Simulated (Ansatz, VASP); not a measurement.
**I: VASP beside Ansatz**

File INCAR:

```
SYSTEM = I
PREC = Accurate
ENCUT = 520
EDIFF = 1E-6
ISMEAR = -1
SIGMA = 0.08
LREAL = .False.
LASPH = .True.
NELM = 80
ALGO = Normal
ISIF = 2
LWAVE = .False.
LCHARG = .False.
NBANDS = 10
```

Contents of KPOINTS:

```
regular mesh
0
Gamma
  13 13 13
  0 0 0
```

The input POSCAR:

```
I
1.0
   -1.5838901111      1.5838901111      1.5838901111
    1.5838901111     -1.5838901111      1.5838901111
    1.5838901111      1.5838901111     -1.5838901111
I
1
Direct
    0.0000000000      0.0000000000      0.0000000000
```

Input for Ansatz:

```yaml
crystal:
  lattice:
    - [-1.5838901111, 1.5838901111, 1.5838901111]
    - [1.5838901111, -1.5838901111, 1.5838901111]
    - [1.5838901111, 1.5838901111, -1.5838901111]
  atoms:
    - { symbol: I, position: [0.0, 0.0, 0.0] }
kpoints:
  mp_grid: { grid: [13, 13, 13] }
scf:
  occupations: { method: fermi_dirac, width: 0.08 }
hamiltonian:
  xc: lda
  pseudopotentials: { kind: all_electron, lapw: { basis_error: 0.001 } }
output:
  forces: true
  stress: true
  eigenvalues: true
  populations: true
```

Change from the starting cell: volume scaled by 0.5, LAPW.

Alike in both runs: task single point; functional LDA; k mesh 13 × 13 × 13; occupations fermi-dirac, width 0.08 eV; no spin polarisation.

|  | VASP | Ansatz |
| --- | --- | --- |
| version | VASP 6.6.1 | Ansatz 0.2.0 |
| potentials or method | VASP PAW LDA potentials, release 64 (I), cutoff 520 eV | all-electron LAPW, scalar-relativistic |

Ansatz gave:

| Quantity | Value |
| --- | --- |
| pressure (GPa) | 136.3 |

Task: Which values does VASP return?

Result: Pressure (GPa): 136.1.

LDA's correlation is that of Perdew and Zunger in VASP and of Perdew and Wang (1992) in Ansatz. Both programs put the cell under a high pressure, so it lies far from rest at this level. Ansatz ran all-electron here, and VASP with PAW potentials.

Neither program's run includes spin-orbit coupling. Noted on VASP's run: the cell as given lies far from equilibrium.
